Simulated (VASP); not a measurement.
# BN (Qingsongite): single point with PBE

BN (Qingsongite):

```xyz
2
Lattice="0.0000 1.8075 1.7533 1.8075 0.0000 1.7533 1.8075 1.8075 0.0000" Properties=species:S:1:pos:R:3 pbc="T T T"
B     0.0000    0.0000    0.0000
N     0.9038    0.9038    0.8766
```

This cell differs from its parent crystal: z stretched by -3 %, then relaxed in part.

```json
{
 "Program": "VASP 6.6.1",
 "Task": "single point",
 "Functional": "PBE",
 "Potentials or basis": "VASP PAW PBE potentials, release 64 (B, N)",
 "Cutoff": "520 eV",
 "k mesh": "14 × 14 × 14",
 "Occupations": "fermi-dirac, width 0.02 eV",
 "Spin": "no spin polarisation"
}
```

```json
{"Pressure": "15.7 GPa", "Band gap on the k mesh": "3.94 eV, indirect (least direct gap 8.63 eV)"}
```

Stress tensor (GPa, compression positive):
```
 9.54  0.00  0.00
 0.00  9.54  0.00
 0.00  0.00 27.97
```

Levels at points of the mesh, in eV from the valence-band top:
| k point | band 1 | band 2 | band 3 | band 4 | band 5 | band 6 | band 7 | band 8 | band 9 |
| --- | --- | --- | --- | --- | --- | --- | --- | --- | --- |
| (0.00, 0.00, 0.00) | -20.78 | -0.29 | -0.29 | 0.00 | 8.63 | 8.85 | 8.85 | 10.65 | 25.14 |
| (0.50, 0.00, 0.00) | -16.41 | -11.17 | -2.43 | -1.96 | 10.00 | 10.50 | 11.21 | 15.38 | 23.67 |
| (0.50, 0.50, 0.00) | -14.76 | -9.01 | -5.53 | -5.53 | 3.94 | 8.72 | 18.24 | 18.24 | 21.54 |
| (0.50, 0.00, 0.50) | -15.12 | -9.46 | -5.11 | -5.10 | 4.48 | 9.46 | 17.90 | 18.37 | 20.88 |

Wall time 23 s on 1 thread of Intel(R) Xeon(R) Platinum 8259CL CPU @ 2.50GHz (Skylake/Cascade Lake), on a shared host, peak memory 0.14 GiB.

Caveat: the cell differs from its parent crystal (z stretched by -3 %, then relaxed in part). A k mesh can miss the band edges.
